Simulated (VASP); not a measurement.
Set up this calculation in VASP 6.6.1, as the native input.

| Item | Value |
| --- | --- |
| Task | relaxation of cell and atoms |
| Functional | PBE |
| Potentials or basis | VASP PAW PBE potentials, release 64 (Ba_sv, Cr_pv) |
| Cutoff | 600 eV |
| k mesh | 6 × 6 × 6 |
| Occupations | gaussian, width 0.1 eV |
| Spin | collinear spin, ferromagnetic start |
| Starting moments | [0.0, 4.15] μB |
| Dipole correction | no |
| Further INCAR settings | ALGO = Fast; EDIFF = 1e-07; IBRION = 2; EDIFFG = -0.04; NSW = 90; ISIF = 3 |

The structure of BaCr lies in POSCAR:

```
BaCr
1.0
    0.0000000000      2.9269485438      2.9269485438
    2.9269485438      0.0000000000      2.9269485438
    2.9269485438      2.9269485438      0.0000000000
Ba Cr
1 1
Direct
    0.0000000000      0.0000000000      0.0000000000
    0.5000000000      0.5000000000      0.5000000000
```

The input as run:

INCAR

```
ALGO = Fast
EDIFF = 1E-7
EDIFFG = -0.04
ENCUT = 600
GGA = PE
IBRION = 2
ISIF = 3
ISMEAR = 0
ISPIN = 2
LASPH = True
LCHARG = False
LMAXMIX = 4
LORBIT = 11
LREAL = False
LWAVE = False
MAGMOM = 0 4.15
NELM = 150
NSW = 90
PREC = Accurate
SIGMA = 0.1
```

KPOINTS

```
k-points
0
Gamma
  6 6 6
```

Potentials or basis: VASP PAW PBE potentials, release 64 (Ba_sv, Cr_pv).

Launch:

```console
$ cat potpaw_PBE.64/Ba_sv/POTCAR potpaw_PBE.64/Cr_pv/POTCAR > POTCAR
$ mpirun -np 1 vasp_std > vasp.out
```

It gave:

```
Relaxed volume                                        : 41.71 Å³/atom
Relaxed cell                                          : a = 4.905 Å, b = 4.905 Å, c = 4.905 Å, α = 60.00°, β = 60.00°, γ = 60.00°
Space group after relaxing (to 0.1 Å)                 : Fm-3m (No. 225)
Energy gained by relaxing                             : 612.1 meV/atom
Ionic steps                                           : 4
Pressure after relaxing                               : 0.2 GPa
Net moment                                            : 4.68 μB per cell
Site moments                                          : Ba +0.03; Cr +4.09 μB
Valence electrons inside the program's atomic spheres : Ba 7.93; Cr 10.54
```

Caveat: the volume moved by over 15 % at a fixed basis, so the end points are rough.

Run time: 6.5 min on 1 thread of Intel Xeon 8259CL, on a shared host, peak memory 0.26 GiB.
